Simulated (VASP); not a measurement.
# Ga2O3 (R-3c) in VASP: density of states with PBE

Aim: the density of states of Ga2O3 with PBE.

Everything below comes from runs of VASP 6.6.1. Logs are shortened: lines on timing, memory, paths and dates and some standing lists are left out, and cuts for length are marked.

## (1) The cell of the first run

Symmetry: R-3c, No. 167, trigonal system. Conventional cell: a = 5.057 Å, b = 5.057 Å, c = 13.625 Å, α = 90.00°, β = 90.00°, γ = 120.00°. Within 2.6 Å of Ga (site symmetry 3) lie 6 O at 1.95 to 2.10 Å. Within 2.6 Å of O (site symmetry 2) lie 4 Ga at 1.95 to 2.10 Å.

## (2) Density of states, PBE

Contents of POSCAR:

```
Ga2O3
1.0
    2.5286557284      1.4599200655      4.5416941020
   -2.5286557284      1.4599200655      4.5416941020
    0.0000000000     -2.9198401310      4.5416941020
Ga O
4 6
Direct
    0.3557656956      0.3557656956      0.3557656956
    0.1442343044      0.1442343044      0.1442343044
    0.6442343044      0.6442343044      0.6442343044
    0.8557656956      0.8557656956      0.8557656956
    0.5531629561      0.9468370439      0.2500000000
    0.2500000000      0.5531629561      0.9468370439
    0.9468370439      0.2500000000      0.5531629561
    0.4468370439      0.0531629561      0.7500000000
    0.7500000000      0.4468370439      0.0531629561
    0.0531629561      0.7500000000      0.4468370439
```

Contents of INCAR.step1:

```
SYSTEM = Ga2O3
ALGO     = Normal         ! electronic algorithm
EDIFF    = 1E-6           ! SCF threshold, eV
ENCUT    = 520            ! plane-wave cutoff, eV
GGA      = PE             ! functional
ISIF     = 2              ! what is computed and relaxed
ISMEAR   = 0              ! smearing method
LASPH    = .TRUE.         ! aspherical terms in the spheres
LCHARG   = .TRUE.         ! write CHGCAR
LREAL    = .FALSE.        ! projectors in reciprocal space
LWAVE    = .FALSE.        ! write WAVECAR
NBANDS   = 55             ! bands
NELM     = 100            ! most SCF steps
PREC     = Accurate       ! precision mode
SIGMA    = 0.02           ! smearing width, eV
```

Contents of KPOINTS.step1:

```
k-points
0
G
  6 6 6
  0 0 0
```

Contents of INCAR.step2:

```
SYSTEM = Ga2O3
ALGO     = Normal         ! electronic algorithm
EDIFF    = 1E-6           ! SCF threshold, eV
ENCUT    = 520            ! plane-wave cutoff, eV
GGA      = PE             ! functional
ICHARG   = 11             ! starting density
ISIF     = 2              ! what is computed and relaxed
ISMEAR   = -5             ! smearing method
LASPH    = .TRUE.         ! aspherical terms in the spheres
LCHARG   = .FALSE.        ! write CHGCAR
LORBIT   = 11             ! projections on sites
LREAL    = .FALSE.        ! projectors in reciprocal space
LWAVE    = .FALSE.        ! write WAVECAR
NEDOS    = 1001           ! points of the DOS
NELM     = 100            ! most SCF steps
PREC     = Accurate       ! precision mode
SIGMA    = 0.02           ! smearing width, eV
```

Contents of KPOINTS.step2:

```
k-points
0
G
  9 9 9
  0 0 0
```

Potentials or basis: VASP PAW PBE potentials, release 64 (Ga_d, O).

The run is started by

```bash
cat potpaw_PBE.64/Ga_d/POTCAR potpaw_PBE.64/O/POTCAR > POTCAR
cp INCAR.step1 INCAR
cp KPOINTS.step1 KPOINTS
mpirun -np 1 vasp_std > vasp.out
cp INCAR.step2 INCAR
cp KPOINTS.step2 KPOINTS
mpirun -np 1 vasp_std > vasp.out
```

OUTCAR:

```text
SYSTEM = Ga2O3
   EDIFF = 1E-6
   ENCUT = 520
   GGA = PE
   ICHARG = 11
   ISIF = 2
   ISMEAR = -5
   LASPH = .TRUE.
   LORBIT = 11
   LREAL = .FALSE.
   NELM = 100
   PREC = Accurate

 ion  position               nearest neighbor table
   1  0.356  0.356  0.356-  10 1.95   8 1.95   9 1.95   5 2.10   7 2.10   6 2.10   2 2.88
   2  0.144  0.144  0.144-   9 1.95   8 1.95  10 1.95   5 2.10   7 2.10   6 2.10   1 2.88
   3  0.644  0.644  0.644-   7 1.95   5 1.95   6 1.95   8 2.10   9 2.10  10 2.10   4 2.88
   4  0.856  0.856  0.856-   6 1.95   5 1.95   7 1.95   8 2.10   9 2.10  10 2.10   3 2.88
   5  0.553  0.947  0.250-   3 1.95   4 1.95   1 2.10   2 2.10
   6  0.250  0.553  0.947-   4 1.95   3 1.95   1 2.10   2 2.10
   7  0.947  0.250  0.553-   3 1.95   4 1.95   1 2.10   2 2.10
   8  0.447  0.053  0.750-   1 1.95   2 1.95   3 2.10   4 2.10
   9  0.750  0.447  0.053-   2 1.95   1 1.95   3 2.10   4 2.10
  10  0.053  0.750  0.447-   1 1.95   2 1.95   3 2.10   4 2.10

  LATTYP: Found a trigonal (rhomboedric) cell.
 ALAT       =     5.3993010387
 COS(alpha) =     0.5613336499

  Lattice vectors:

 A1 = (   2.5286557284,   1.4599200655,   4.5416941020)
 A2 = (  -2.5286557284,   1.4599200655,   4.5416941020)
 A3 = (   0.0000000000,  -2.9198401310,   4.5416941020)

Analysis of symmetry for initial positions (statically):
=====================================================================
 Subroutine PRICEL returns:
 Original cell was already a primitive cell.

 Routine SETGRP: Setting up the symmetry group for a
 trigonal (rhombohedral) supercell.

 Subroutine GETGRP returns: Found 12 space group operations
 (whereof  6 operations were pure point group operations)
 out of a pool of 12 trial point group operations.

The static configuration has the point symmetry S_6 .
 The point group associated with its full space group is D_3d.

Analysis of symmetry for dynamics (positions and initial velocities):
=====================================================================
 Subroutine PRICEL returns:
 Original cell was already a primitive cell.

 Routine SETGRP: Setting up the symmetry group for a
 trigonal (rhombohedral) supercell.

 Subroutine GETGRP returns: Found 12 space group operations
 (whereof  6 operations were pure point group operations)
 out of a pool of 12 trial point group operations.

The dynamic configuration has the point symmetry S_6 .
 The point group associated with its full space group is D_3d.

 Subroutine INISYM returns: Found 12 space group operations
 (whereof  6 operations are pure point group operations),
 and found     1 'primitive' translations

----------------------------------------------------------------------------------------

                                     Primitive cell

  volume of cell :     100.5977

  direct lattice vectors                    reciprocal lattice vectors
     2.528655728  1.459920065  4.541694102     0.197733521  0.114161501  0.073394052
    -2.528655728  1.459920065  4.541694102    -0.197733521  0.114161501  0.073394052
     0.000000000 -2.919840131  4.541694102     0.000000000 -0.228323003  0.073394052

  length of vectors
     5.399301039  5.399301039  5.399301039     0.239829274  0.239829274  0.239829274

  position of ions in fractional coordinates (direct lattice)
     0.355765696  0.355765696  0.355765696
     0.144234304  0.144234304  0.144234304
     0.644234304  0.644234304  0.644234304
     0.855765696  0.855765696  0.855765696
     0.553162956  0.946837044  0.250000000
     0.250000000  0.553162956  0.946837044
     0.946837044  0.250000000  0.553162956
     0.446837044  0.053162956  0.750000000
     0.750000000  0.446837044  0.053162956
     0.053162956  0.750000000  0.446837044

  ion indices of the primitive-cell ions
   primitive index   ion index
                 1           1
                 2           2
                 3           3
                 4           4
                 5           5
                 6           6
                 7           7
                 8           8
                 9           9
                10          10

----------------------------------------------------------------------------------------

 KPOINTS: k-points

Automatic generation of k-mesh.
 Grid dimensions read from file:
 generate k-points for:    9    9    9

 Generating k-lattice:

  Cartesian coordinates                     Fractional coordinates (reciprocal lattice)
     0.021970391  0.012684611  0.008154895     0.111111111 -0.000000000  0.000000000
    -0.021970391  0.012684611  0.008154895    -0.000000000  0.111111111  0.000000000
     0.000000000 -0.025369223  0.008154895     0.000000000  0.000000000  0.111111111

  Length of vectors
     0.026647697  0.026647697  0.026647697

  Shift w.r.t. Gamma in fractional coordinates (k-lattice)
     0.000000000  0.000000000  0.000000000

 TETIRR: Found    369 inequivalent tetrahedra from     4374

 Subroutine IBZKPT returns following result:
 ===========================================

 Found     85 irreducible k-points:

 Following reciprocal coordinates:
            Coordinates               Weight
  0.000000  0.000000  0.000000      1.000000
  0.111111  0.000000  0.000000      6.000000
  0.222222 -0.000000 -0.000000      6.000000
  0.333333 -0.000000 -0.000000      6.000000
  0.444444 -0.000000 -0.000000      6.000000
  0.111111  0.111111  0.000000      6.000000
[... 16 lines left out ...]
 -0.333333  0.333333  0.000000      6.000000
  0.444444  0.444444 -0.000000      6.000000
 [... further k-points ...]
   k-points           NKPTS =     85   k-points in BZ     NKDIM =     85   number of bands    NBANDS=     52
   number of dos      NEDOS =   1001   number of ions     NIONS =     10
   total plane-waves  NPLWV =  64000
   dimension x,y,z NGX =    40 NGY =   40 NGZ =   40
   dimension x,y,z NGXF=    80 NGYF=   80 NGZF=   80
   ions per type =               4   6
   NGX,Y,Z   is equivalent  to a cutoff of  12.32, 12.32, 12.32 a.u.
   NGXF,Y,Z  is equivalent  to a cutoff of  24.63, 24.63, 24.63 a.u.
 SYSTEM =  Ga2O3
   PREC   = accura    normal or accurate (medium, high low for compatibility)
   ISTART =      0    job   : 0-new  1-cont  2-samecut
   ICHARG =     11    charge: 1-file 2-atom 10-const
   ISPIN  =      1    spin polarized calculation?
   LNONCOLLINEAR =      F non collinear calculations
   LSORBIT =      F    spin-orbit coupling
   LASPH  =      T    aspherical Exc in radial PAW
   ENCUT  =  520.0 eV  38.22 Ry    6.18 a.u.  10.04 10.04 10.04*2*pi/ulx,y,z
   NELM   =    100;   NELMIN=  2; NELMDL=  0     # of ELM steps
   EDIFF  = 0.1E-05   stopping-criterion for ELM
   LREAL  =      F    real-space projection
   EDIFFG = 0.1E-04   stopping-criterion for IOM
   NSW    =      0    number of steps for IOM
   IBRION =     -1    ionic relax: 0-MD 1-quasi-New 2-CG
   NFREE  =      0    steps in history (QN), initial steepest desc. (CG)
   ISIF   =      2    stress and relaxation
   ISYM   =      2    0-nonsym 1-usesym 2-fastsym
   POTIM  = 0.5000    time-step for ionic-motion
   TEBEG  =    0.0;   TEEND  =   0.0 temperature during run
   PSTRESS=    0.0 pullay stress
   NELECT =      88.0000    total number of electrons
   NUPDOWN=      -1.0000    fix difference up-down
   EMIN   =  10.00;   EMAX   =-10.00  energy-range for DOS
   EFERMI =   0.00;   METHOD = LEGACY
   ISMEAR =    -5;   SIGMA  =   0.02  broadening in eV -4-tet -1-fermi 0-gaus
   EFERMI_NEDOS =   21; number of points for ismear=-14 and -15
   IALGO  =     38    algorithm
   IMIX   =      4    mixing-type and parameters
     AMIX     =   0.40;   BMIX     =  1.00
     AMIX_MAG =   1.60;   BMIX_MAG =  1.00
  volume/ion in A,a.u.               =      10.06        67.89
  Fermi-wavevector in a.u.,A,eV,Ry     =   1.565692  2.958729 33.353218  2.451392
  Thomas-Fermi vector in A             =   2.668131
   LORBIT       =     11    0 simple, 1 ext, 2 COOP (PROOUT), +10 PAW based schemes
   GGA     = PE    functional components
   LHFCALC =     F    Hartree Fock is set to
   AEXX    =    0.0000 exact exchange contribution
   IVDW    =     0    specifies the selected vdW correction
   LEPSILON=     F    determine dielectric tensor
   LRPA    =     F    only Hartree local field effects (RPA)
 non-spin polarized calculation
 Fermi weights with tetrahedron method with Bloechl corrections
  energy-cutoff  :      520.00
  volume of cell :      100.60
 maximum number of plane-waves:      2731

 number of electron      88.0000005 magnetization

 Free energy of the ion-electron system (eV)
  ---------------------------------------------------
  ext. energy  EPLUGINS =         0.00000000
  ---------------------------------------------------
  free energy    TOTEN  =       -59.39096283 eV

  energy without entropy =      -59.39096283  energy(sigma->0) =      -59.39096283

 E-fermi :   4.1183     XC(G=0): -11.9620

 val. band max:        4.0909880054   @ k =  -0.2222   0.1111   0.0000
 cond. band min:       6.4976717757   @ k =   0.0000   0.0000   0.0000
 fundamental gap:      2.4066837704
 Fermi energy:         4.1183494518

 k-point     1 :       0.0000    0.0000    0.0000
  band No.  band energies     occupation
      1     -14.5790      2.00000
      2     -12.7197      2.00000
      3     -12.7197      2.00000
      4     -12.6955      2.00000
      5     -12.6765      2.00000
      6     -12.6765      2.00000
[... 44 lines left out ...]
     51      13.9662      0.00000
     52      14.8595      0.00000
[... 1263 lines left out ...]
     51      13.1832      0.00000
     52      15.2069      0.00000

 [... further k-points ...]
[... 5 lines left out ...]
  --------------------------------------------------------------------------------------
  -------------------------------------------------------------------------------------
  Total        0.4680452      0.4680452      0.3926710      0.0000000      0.0000000      0.0000000
  in kB        7.4543622      7.4543622      6.2539088      0.0000000      0.0000000      0.0000000
  external PRESSURE =       7.0542110 kB  Pullay stress =       0.0000000 kB

 VOLUME and BASIS-vectors are now :
 -----------------------------------------------------------------------------
  energy-cutoff  :      520.00
  volume of cell :      100.60
      direct lattice vectors                 reciprocal lattice vectors
     2.528655728  1.459920065  4.541694102     0.197733521  0.114161501  0.073394052
    -2.528655728  1.459920065  4.541694102    -0.197733521  0.114161501  0.073394052
     0.000000000 -2.919840131  4.541694102     0.000000000 -0.228323003  0.073394052

 POSITION                                       TOTAL-FORCE (eV/Angst)
 -----------------------------------------------------------------------------------
      0.00000      0.00000      4.84734        -0.000000      0.000000      0.018209
      0.00000      0.00000      1.96520        -0.000000      0.000000     -0.018209
      0.00000      0.00000      8.77775        -0.000000      0.000000     -0.018209
      0.00000      0.00000     11.65988        -0.000000      0.000000      0.018209
     -0.99547      1.45992      7.94796        -0.000943      0.000000     -0.000000
     -0.76659     -1.59206      7.94796         0.000472     -0.000817     -0.000000
      1.76206      0.13214      7.94796         0.000472      0.000817     -0.000000
      0.99547     -1.45992      5.67712         0.000943      0.000000     -0.000000
      0.76659      1.59206      5.67712        -0.000472      0.000817     -0.000000
     -1.76206     -0.13214      5.67712        -0.000472     -0.000817     -0.000000
 -----------------------------------------------------------------------------------
    total drift:                                0.000000      0.000000     -0.000000

  FREE ENERGIE OF THE ION-ELECTRON SYSTEM (eV)
  ---------------------------------------------------
  free  energy   TOTEN  =       -59.3909628345 eV

  energy  without entropy=      -59.3909628345  energy(sigma->0) =      -59.39096283

 total charge

# of ion       s       p       d       tot
------------------------------------------
    1        0.666   0.697  10.223  11.586
    2        0.666   0.697  10.223  11.586
    3        0.666   0.697  10.223  11.586
    4        0.666   0.697  10.223  11.586
    5        1.558   3.491   0.000   5.049
    6        1.558   3.491   0.000   5.049
    7        1.558   3.491   0.000   5.049
    8        1.558   3.491   0.000   5.049
    9        1.558   3.491   0.000   5.049
   10        1.558   3.491   0.000   5.049
--------------------------------------------------
tot         12.016  23.733  40.891  76.639
```

Run time: 5.8 min. Hardware: 1 thread of Intel Xeon Platinum 8375C at 2.90GHz (Ice Lake), shared host; peak memory 0.45 GiB.

Results:

```yaml
Valence_electrons_inside_the_program's_atomic_spheres: Ga 11.59; O 5.05
```
